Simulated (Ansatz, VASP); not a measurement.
MgZn2TeS2 in VASP and in Ansatz

```
Mg Zn Te S
1.0
     5.49170    0.00000    0.00000
     0.00000    5.49170    0.00000
     0.00000    0.00000    5.15104
Mg Zn Te S
1 2 1 2
Direct
  0.00000 0.00000 0.50000
  0.00000 0.50000 0.50000
  0.50000 0.00000 0.50000
  0.00000 0.00000 0.00000
  0.50000 0.50000 0.80796
  0.50000 0.50000 0.19204
```

Change from the starting cell: species swapped into the Ba2CuTeO2 type (P4/mmm, No. 123).

Alike in both runs: functional PBE; k mesh 4 × 4 × 4; occupations gaussian, width 0.1 eV; no spin polarisation.

Ansatz relaxed the structure, and its values are those at the end. VASP's run is a single point on that final structure, the one shown.

```csv
,VASP,Ansatz
version,VASP 6.6.1,Ansatz 0.2.0
potentials or method,"VASP PAW PBE potentials, release 64 (Mg, Zn, Te, S), cutoff 520 eV","scalar-relativistic, plane waves, PAW"
valence electrons in the cell,44,62
```

```tsv
	VASP	Ansatz	Ansatz less VASP
gap on the k mesh at the Fermi level (eV)	none	none	-
pressure (GPa)	-0.1	0.0	+0.12
rms of the force components (eV/Å)	0.057	0.000	-0.0565
```

A gap of «none» marks a metal or a gap that the smearing closes. The functional is the same, so the differences come from potentials, cutoffs and numerics. VASP's potentials hold 44 valence electrons a cell and Ansatz's 62, so a difference there can come from the potentials and not from the codes.

Spin-orbit coupling is off throughout.
